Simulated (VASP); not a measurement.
Write the native input for VASP 6.6.1 that does the following.

```yaml
Task: single point
Functional: PBE
Potentials_or_basis: VASP PAW PBE potentials, release 64 (Cs_sv)
Cutoff: 520 eV
k_mesh: 12 × 12 × 12
Occupations: gaussian, width 0.15 eV
Spin: no spin polarisation
Dipole_correction: no
Further_INCAR_settings: ALGO = Fast; EDIFF = 1e-07; NBANDS = 10
```

The structure of Cs lies in POSCAR:

```
Cs
1.0
   -3.1907540878      3.1907540878      2.7121409746
    3.1907540878     -3.1907540878      2.7121409746
    3.1907540878      3.1907540878     -2.7121409746
Cs
1
Direct
    0.0000000000      0.0000000000      0.0000000000
```

This cell differs from its parent crystal: ratio of the length along z to the lengths across it x 0.85, volume and fractional coordinates fixed.

The input as run:

INCAR

```
PREC = Accurate ; ENCUT = 520
EDIFF = 1E-7 ; ISMEAR = 0
SIGMA = 0.15 ; LREAL = False
LASPH = True ; NELM = 60
ALGO = Fast ; ISIF = 2
LWAVE = False ; LCHARG = True
GGA = PE ; LELF = True
LVHAR = True ; NBANDS = 10
```

KPOINTS

```
Automatic mesh
0
Gamma
  12 12 12
```

Potentials or basis: VASP PAW PBE potentials, release 64 (Cs_sv).

Run with:

```sh
$ cat potpaw_PBE.64/Cs_sv/POTCAR > POTCAR
$ mpirun -np 1 vasp_std > vasp.out
```

Results of the run:

The pressure is 0.1 GPa.

Run time: 100 s on 1 thread of AMD EPYC 9R45 96-Core Processor (Zen 5) (shared host), peak memory 0.31 GiB.
